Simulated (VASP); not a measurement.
GdO, 2 atoms in the cell. The structure is cubic, space group F-43m (No. 216). The conventional cell has a = 5.400 Å, b = 5.400 Å, c = 5.400 Å, α = 90.00°, β = 90.00°, γ = 90.00°. Gd (site symmetry -43m) has 4 O at 2.34 Å within 3.1 Å. Within 3.1 Å of O (site symmetry -43m) lie 4 Gd at 2.34 Å. 

```yaml
Program: VASP 6.6.1
Task: single point
Functional: PBEsol
Potentials_or_basis: VASP PAW PBE potentials, release 64 (Gd, O)
Cutoff: 520 eV
k_mesh: 9 × 9 × 9
Occupations: fermi-dirac, width 0.05 eV
Spin: non-collinear spin, typed start, spin-orbit coupling
Starting_moments: "[[4.041, 4.041, 4.041], [0.0, 0.0, 0.0]] μB"
Dipole_correction: no
Further_INCAR_settings: ALGO = Normal; EDIFF = 1e-07; NBANDS = 36
```

Potentials or basis: VASP PAW PBE potentials, release 64 (Gd, O).

Command:

```bash
$ cat potpaw_PBE.64/Gd/POTCAR potpaw_PBE.64/O/POTCAR > POTCAR
$ mpirun -np 1 vasp_ncl > vasp.out
```

Hardware: 1 thread of AMD EPYC 9R45 96-Core Processor (Zen 5), on a shared host.

**Question.** How long does it take, and how much memory?

**Answer.** It took 20 min on 1 thread of AMD EPYC 9R45 96-Core Processor (Zen 5), on a shared host, peak memory 0.63 GiB. Counts: scf iterations 31, k points 249.
